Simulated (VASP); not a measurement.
# O (Fm-3m) in VASP: notebook

The runs below take O through single point, with PBE.

Program: VASP 6.6.1. These are calculated values, not measurements. Logs are shortened: lines on timing, memory, paths and dates and some standing lists are left out, and cuts for length are marked.

### 1 The cell of the first run

The structure is cubic, space group Fm-3m (No. 225). The conventional cell has a = 3.176 Å, b = 3.176 Å, c = 3.176 Å, α = 90.00°, β = 90.00°, γ = 90.00°. O (site symmetry m-3m) has 12 O at 2.25 Å within 3.0 Å.

### 2 Single point, PBE

Input file INCAR:

```
SYSTEM = O
PREC     = Accurate       ! precision mode
ENCUT    = 520            ! plane-wave cutoff, eV
EDIFF    = 1E-7           ! SCF threshold, eV
ISMEAR   = -1             ! smearing method
SIGMA    = 0.08           ! smearing width, eV
LREAL    = .FALSE.        ! projectors in reciprocal space
LASPH    = .TRUE.         ! aspherical terms in the spheres
NELM     = 60             ! most SCF steps
ALGO     = Normal         ! electronic algorithm
ISIF     = 2              ! what is computed and relaxed
LWAVE    = .FALSE.        ! write WAVECAR
LCHARG   = .FALSE.        ! write CHGCAR
GGA      = PE             ! functional
NBANDS   = 9              ! bands
```

Input file KPOINTS:

```
Automatic mesh
0
G
  19 19 19
  0 0 0
```

Input file POSCAR:

```
O
1.0
    0.0000000000      1.5882357565      1.5882357565
    1.5882357565      0.0000000000      1.5882357565
    1.5882357565      1.5882357565      0.0000000000
O
1
Direct
    0.0000000000      0.0000000000      0.0000000000
```

Potentials or basis: VASP PAW PBE potentials, release 64 (O).

Command:

```bash
> cat potpaw_PBE.64/O/POTCAR > POTCAR
> mpirun -np 1 vasp_std > vasp.out
```

OUTCAR:

```text
SYSTEM = O
   PREC = Accurate
   ENCUT = 520
   EDIFF = 1E-7
   ISMEAR = -1
   LREAL = .FALSE.
   LASPH = .TRUE.
   NELM = 60
   ISIF = 2
   GGA = PE

 ion  position               nearest neighbor table
   1  0.000  0.000  0.000-

  LATTYP: Found a face centered cubic cell.
 ALAT       =     3.1764715130

  Lattice vectors:

 A1 = (   0.0000000000,   1.5882357565,   1.5882357565)
 A2 = (   1.5882357565,   0.0000000000,   1.5882357565)
 A3 = (   1.5882357565,   1.5882357565,   0.0000000000)

Analysis of symmetry for initial positions (statically):
=====================================================================
 Subroutine PRICEL returns:
 Original cell was already a primitive cell.

 Routine SETGRP: Setting up the symmetry group for a
 face centered cubic supercell.

 Subroutine GETGRP returns: Found 48 space group operations
 (whereof 48 operations were pure point group operations)
 out of a pool of 48 trial point group operations.

The static configuration has the point symmetry O_h .

Analysis of symmetry for dynamics (positions and initial velocities):
=====================================================================
 Subroutine PRICEL returns:
 Original cell was already a primitive cell.

 Routine SETGRP: Setting up the symmetry group for a
 face centered cubic supercell.

 Subroutine GETGRP returns: Found 48 space group operations
 (whereof 48 operations were pure point group operations)
 out of a pool of 48 trial point group operations.

The dynamic configuration has the point symmetry O_h .

 Subroutine INISYM returns: Found 48 space group operations
 (whereof 48 operations are pure point group operations),
 and found     1 'primitive' translations

----------------------------------------------------------------------------------------

                                     Primitive cell

  volume of cell :       8.0126

  direct lattice vectors                    reciprocal lattice vectors
     0.000000000  1.588235757  1.588235757    -0.314814723  0.314814723  0.314814723
     1.588235757  0.000000000  1.588235757     0.314814723 -0.314814723  0.314814723
     1.588235757  1.588235757  0.000000000     0.314814723  0.314814723 -0.314814723

  length of vectors
     2.246104547  2.246104547  2.246104547     0.545275095  0.545275095  0.545275095

  position of ions in fractional coordinates (direct lattice)
[... 73 lines left out ...]
   LSORBIT =      F    spin-orbit coupling
   LASPH  =      T    aspherical Exc in radial PAW
   ENCUT  =  520.0 eV  38.22 Ry    6.18 a.u.   4.18  4.18  4.18*2*pi/ulx,y,z
   NELM   =     60;   NELMIN=  2; NELMDL= -5     # of ELM steps
   EDIFF  = 0.1E-06   stopping-criterion for ELM
   LREAL  =      F    real-space projection
   EDIFFG = 0.1E-05   stopping-criterion for IOM
   NSW    =      0    number of steps for IOM
   IBRION =     -1    ionic relax: 0-MD 1-quasi-New 2-CG
   NFREE  =      0    steps in history (QN), initial steepest desc. (CG)
   ISIF   =      2    stress and relaxation
   ISYM   =      2    0-nonsym 1-usesym 2-fastsym
   POTIM  = 0.5000    time-step for ionic-motion
   TEBEG  =    0.0;   TEEND  =   0.0 temperature during run
   PSTRESS=    0.0 pullay stress
   NELECT =       6.0000    total number of electrons
   NUPDOWN=      -1.0000    fix difference up-down
   EMIN   =  10.00;   EMAX   =-10.00  energy-range for DOS
   EFERMI =   0.00;   METHOD = LEGACY
   ISMEAR =    -1;   SIGMA  =   0.08  broadening in eV -4-tet -1-fermi 0-gaus
   EFERMI_NEDOS =   21; number of points for ismear=-14 and -15
   IALGO  =     38    algorithm
   IMIX   =      4    mixing-type and parameters
     AMIX     =   0.40;   BMIX     =  1.00
     AMIX_MAG =   1.60;   BMIX_MAG =  1.00
  volume/ion in A,a.u.               =       8.01        54.07
  Fermi-wavevector in a.u.,A,eV,Ry     =   1.486621  2.809306 30.069449  2.210042
  Thomas-Fermi vector in A             =   2.599884
   LORBIT       =      0    0 simple, 1 ext, 2 COOP (PROOUT), +10 PAW based schemes
   GGA     = PE    functional components
[... 5 lines left out ...]
 non-spin polarized calculation
  energy-cutoff  :      520.00
  volume of cell :        8.01
 maximum number of plane-waves:       225
 NGX is ok and might be reduce to    18
   NGX =  9   NGY =  9   NGZ =  9

 number of electron       6.0000004 magnetization

 Free energy of the ion-electron system (eV)
  ---------------------------------------------------
  ext. energy  EPLUGINS =         0.00000000
  ---------------------------------------------------
  free energy    TOTEN  =        -2.29978592 eV

  energy without entropy =       -2.27325733  energy(sigma->0) =       -2.28652162

 E-fermi :   1.8757     XC(G=0): -12.0601

 val. band max:        1.8705526114   @ k =   0.4211   0.2632   0.0000
 cond. band min:       1.8771095695   @ k =   0.3684   0.2105   0.0000
 fundamental gap:      0.0065569582
 Fermi energy:         1.8757232432

 k-point     1 :       0.0000    0.0000    0.0000
  band No.  band energies     occupation
      1     -19.1703      2.00000
      2       3.7100      0.00000
      3       3.7100      0.00000
      4       3.7100      0.00000
      5      20.0545      0.00000
      6      36.3977      0.00000
      7      36.3977      0.00000
      8      36.3977      0.00000
      9      41.0770      0.00000
[... 265 lines left out ...]
 k-point    24 :      -0.2632    0.0526    0.0000
  band No.  band energies     occupation
      1     -17.0543      2.00000
      2      -1.0671      2.00000
      3       2.9386      0.00000
      4       3.3222      0.00000
      5      22.8023      0.00000
      6      28.1916      0.00000
      7      34.7683      0.00000
      8      36.0808      0.00000
      9      42.4273      0.00000

 [... further k-points ...]

------------------------ aborting loop because EDIFF is reached ----------------------------------------

  FORCE on cell =-STRESS in cart. coord.  units (eV):
  Direction    XX          YY          ZZ          XY          YZ          ZX
  --------------------------------------------------------------------------------------
  -------------------------------------------------------------------------------------
  Total       -0.0227141     -0.0227141     -0.0227141      0.0000000      0.0000000      0.0000000
  in kB       -4.5418258     -4.5418258     -4.5418258      0.0000000      0.0000000      0.0000000
  external PRESSURE =      -4.5418258 kB  Pullay stress =       0.0000000 kB

 VOLUME and BASIS-vectors are now :
 -----------------------------------------------------------------------------
  energy-cutoff  :      520.00
  volume of cell :        8.01
      direct lattice vectors                 reciprocal lattice vectors
     0.000000000  1.588235757  1.588235757    -0.314814723  0.314814723  0.314814723
     1.588235757  0.000000000  1.588235757     0.314814723 -0.314814723  0.314814723
     1.588235757  1.588235757  0.000000000     0.314814723  0.314814723 -0.314814723

 POSITION                                       TOTAL-FORCE (eV/Angst)
 -----------------------------------------------------------------------------------
      0.00000      0.00000      0.00000         0.000000      0.000000      0.000000
 -----------------------------------------------------------------------------------
    total drift:                                0.000000     -0.000000      0.000000

  FREE ENERGIE OF THE ION-ELECTRON SYSTEM (eV)
  ---------------------------------------------------
  free  energy   TOTEN  =        -2.2997859180 eV

  energy  without entropy=       -2.2732573253  energy(sigma->0) =       -2.28652162
```

stdout:

```text
POSCAR found type information on POSCAR O
 POSCAR found :  1 types and       1 ions
 scaLAPACK will be used
 LDA part: xc-table for (Slater+PW92), standard interpolation
 POSCAR, INCAR and KPOINTS ok, starting setup
 FFT: planning ... GRIDC
 FFT: planning ... GRID_SOFT
 FFT: planning ... GRID
 WAVECAR not read
 entering main loop
```

It took 12 s on 1 thread of Intel Xeon Platinum 8259CL at 2.50GHz (Skylake/Cascade Lake), shared host; peak memory 0.12 GiB.

Results:

```yaml
Free_energy: -2.2998 eV
Pressure: -0.5 GPa
Band_gap_on_the_k_mesh: zero (bands 3 and 4 overlap by 3.21 eV)
```

### 3 Single point, PBE (8.10 Å³/atom)

This run uses another cell than the first one, of 8.10 Å³/atom.

Input file INCAR:

```
PREC = Accurate ; ENCUT = 520
EDIFF = 1E-6 ; ISMEAR = -1
SIGMA = 0.08 ; LREAL = False
LASPH = True ; NELM = 80
ALGO = Normal ; ISIF = 2
LWAVE = False ; LCHARG = False
GGA = PE ; NBANDS = 9
```

Input file KPOINTS:

```
Automatic mesh
0
Gamma
  19 19 19
```

Input file POSCAR:

```
O
1.0
    0.0000000000      1.5940380642      1.5940380642
    1.5940380642      0.0000000000      1.5940380642
    1.5940380642      1.5940380642      0.0000000000
O
1
Direct
    0.0000000000      0.0000000000      0.0000000000
```

Potentials or basis: VASP PAW PBE potentials, release 64 (O).

Command:

```bash
> cat potpaw_PBE.64/O/POTCAR > POTCAR
> mpirun -np 1 vasp_std > vasp.out
```

Run time: 12 s. Hardware: 1 thread of Intel Xeon Platinum 8259CL at 2.50GHz (Skylake/Cascade Lake), shared host; peak memory 0.12 GiB.

The run converged. Its results:

```yaml
Free_energy: -2.2994 eV
Pressure: -1.9 GPa
Band_gap_on_the_k_mesh: zero (bands 3 and 4 overlap by 3.16 eV)
```

Levels at points of the mesh, in eV from the Fermi level:
| k point | band 1 | band 2 | band 3 | band 4 | band 5 | band 6 |
| --- | --- | --- | --- | --- | --- | --- |
| (0.00, 0.00, 0.00) | -20.93 | 1.80 | 1.80 | 1.80 | 17.99 | 34.38 |

### 4 Single point, PBE

This run uses another cell than the first one, of 8.10 Å³/atom.

Input file INCAR:

```
SYSTEM = O
ALGO = Normal
EDIFF = 1E-6
ENCUT = 520
GGA = PE
ISIF = 2
ISMEAR = -1
LASPH = .TRUE.
LCHARG = .FALSE.
LREAL = .FALSE.
LWAVE = .FALSE.
NBANDS = 9
NELM = 80
PREC = Accurate
SIGMA = 0.08
```

Input file KPOINTS:

```
k-points
0
G
  19 19 19
  0 0 0
```

POSCAR is that of step 3.

Command:

```bash
> cat potpaw_PBE.64/O/POTCAR > POTCAR
> mpirun -np 1 vasp_std > vasp.out
```

It took 14 s on 1 thread of Intel Xeon Platinum 8259CL at 2.50GHz (Skylake/Cascade Lake), shared host; peak memory 0.12 GiB.

It converged, with:

| Quantity | Value |
| --- | --- |
| Free energy | -2.2994 eV |
| Pressure | -1.9 GPa |
| Band gap on the k mesh | zero (bands 3 and 4 overlap by 3.16 eV) |

Levels at points of the mesh, in eV from the Fermi level:
```
           k point  band 1  band 2  band 3  band 4  band 5  band 6  band 7  band 8
(0.00, 0.00, 0.00)  -20.93    1.80    1.80    1.80   17.99   34.38   34.38   34.38
```
